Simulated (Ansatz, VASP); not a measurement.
# Co: VASP beside Ansatz

File INCAR:

```
PREC = Accurate
ENCUT = 520
EDIFF = 1E-7
ISMEAR = -1
SIGMA = 0.1
LREAL = F
LASPH = T
NELM = 80
ALGO = Normal
ISIF = 2
LWAVE = F
LCHARG = F
NBANDS = 16
```

KPOINTS

```
regular mesh
0
Gamma
  25 25 13
```

The input POSCAR:

```
Co
1.0
    2.3671380643      0.0000000000      0.0000000000
   -1.1835690321      2.0500016980      0.0000000000
    0.0000000000      0.0000000000      3.8134429090
Co
2
Direct
    0.3333333333      0.6666666667      0.2500000000
    0.6666666667      0.3333333333      0.7500000000
```

Input for Ansatz:

```yaml
crystal:
  lattice:
    - [2.3671380619, 0.0, 0.0]
    - [-1.1835690309, 2.0500016959, 0.0]
    - [0.0, 0.0, 3.8134428943]
  atoms:
    - { symbol: Co, position: [0.3333333333, 0.6666666667, 0.25] }
    - { symbol: Co, position: [0.6666666667, 0.3333333333, 0.75] }
hamiltonian:
  xc: lda
  pseudopotentials:
    kind: paw
    azcp:
      Co: "pseudopotentials/Co.paw.azcp"
basis:
  ecutwfc: 420
  fft_grid_basis: typed
kpoints:
  mp_grid: { grid: [25, 25, 13], shift: [0, 0, 0] }
magnetization:
  spin_polarized: false
scf:
  occupations: { method: fermi_dirac, width: 0.1 }
output:
  stress: true
```

Alike in both runs: task single point; functional LDA; k mesh 25 × 25 × 13; occupations fermi-dirac, width 0.1 eV; no spin polarisation.

|  | VASP | Ansatz |
| --- | --- | --- |
| version | VASP 6.6.1 | Ansatz 0.2.0 |
| potentials or method | VASP PAW LDA potentials, release 64 (Co), cutoff 520 eV | plane waves (420 eV) with PAW, scalar-relativistic |
| valence electrons in the cell | 18 | 34 |

|  | VASP | Ansatz | Ansatz less VASP |
| --- | --- | --- | --- |
| pressure (GPa) | 12.8 | 13.9 | +1.10 |
| traceless stress, the component that is largest in VASP (GPa) | 0.15 | 0.23 | +0.085 |

Ansatz warns that its potentials were made for another functional, while VASP's fit it. LDA's correlation is that of Perdew and Zunger in VASP and of Perdew and Wang (1992) in Ansatz. VASP's potentials hold 18 valence electrons a cell and Ansatz's 34, so a difference there can come from the potentials and not from the codes.
